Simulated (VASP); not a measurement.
Input of a VASP 6.6.1 run:

File POSCAR:

```
SnO2
1.0
   -1.9995425278      1.9995425278      5.1020849559
    1.9995425278     -1.9995425278      5.1020849559
    1.9995425278      1.9995425278     -5.1020849559
Sn O
2 4
Direct
    0.0000000000      0.0000000000      0.0000000000
    0.7500000000      0.2500000000      0.5000000000
    0.5463662820      0.0463662820      0.5000000000
    0.2036337180      0.2036337180      0.0000000000
    0.9536337180      0.4536337180      0.5000000000
    0.7963662820      0.7963662820      0.0000000000
```

Contents of INCAR.step1:

```
SYSTEM = SnO2
ALGO     = Normal         ! electronic algorithm
EDIFF    = 1E-4           ! SCF threshold, eV
ENCUT    = 520            ! plane-wave cutoff, eV
GGA      = PE             ! functional
ISMEAR   = -1             ! smearing method
LASPH    = .TRUE.         ! aspherical terms in the spheres
LCHARG   = .FALSE.        ! write CHGCAR
LREAL    = .FALSE.        ! projectors in reciprocal space
LWAVE    = .TRUE.         ! write WAVECAR
NBANDS   = 35             ! bands
NELM     = 80             ! most SCF steps
PREC     = Accurate       ! precision mode
SIGMA    = 0.05           ! smearing width, eV
```

File INCAR.step2:

```
SYSTEM = SnO2
ALGO     = Normal         ! electronic algorithm
EDIFF    = 1E-6           ! SCF threshold, eV
ENCUT    = 520            ! plane-wave cutoff, eV
ISIF     = 2              ! what is computed and relaxed
ISMEAR   = -1             ! smearing method
ISTART   = 1            
LASPH    = .TRUE.         ! aspherical terms in the spheres
LCHARG   = .FALSE.        ! write CHGCAR
LMIXTAU  = .TRUE.       
LREAL    = .FALSE.        ! projectors in reciprocal space
LWAVE    = .FALSE.        ! write WAVECAR
METAGGA  = R2SCAN         ! meta-GGA
NBANDS   = 35             ! bands
NELM     = 80             ! most SCF steps
PREC     = Accurate       ! precision mode
SIGMA    = 0.05           ! smearing width, eV
```

The input KPOINTS:

```
k-points
0
G
  9 9 9
  0 0 0
```

Potentials or basis: VASP PAW PBE potentials, release 64 (Sn_d, O).

The run is started by

```sh
$ cat potpaw_PBE.64/Sn_d/POTCAR potpaw_PBE.64/O/POTCAR > POTCAR
$ cp INCAR.step1 INCAR
$ mpirun -np 1 vasp_std > vasp.out
$ cp INCAR.step2 INCAR
$ mpirun -np 1 vasp_std > vasp.out
```

Problem. Estimate the largest force.

Solution. 0.044 eV/Å.

Problem. Estimate the band gap on the k mesh.

Solution. 2.36 eV (least direct gap 2.77 eV).

Forces in eV/Å, atoms in the order of the input:
```
Sn   0.000  0.000  0.000
Sn   0.000  0.000  0.000
O    0.000  0.000 -0.044
O    0.000  0.000  0.044
O    0.000  0.000  0.044
O    0.000  0.000 -0.044
```

Caveat: the PAW data sets were made with another functional, which shifts forces and pressure a little; spin-orbit coupling is left out, which moves the levels of the heavy elements; an odd mesh through Γ misses points on the zone boundary, where band edges can lie.
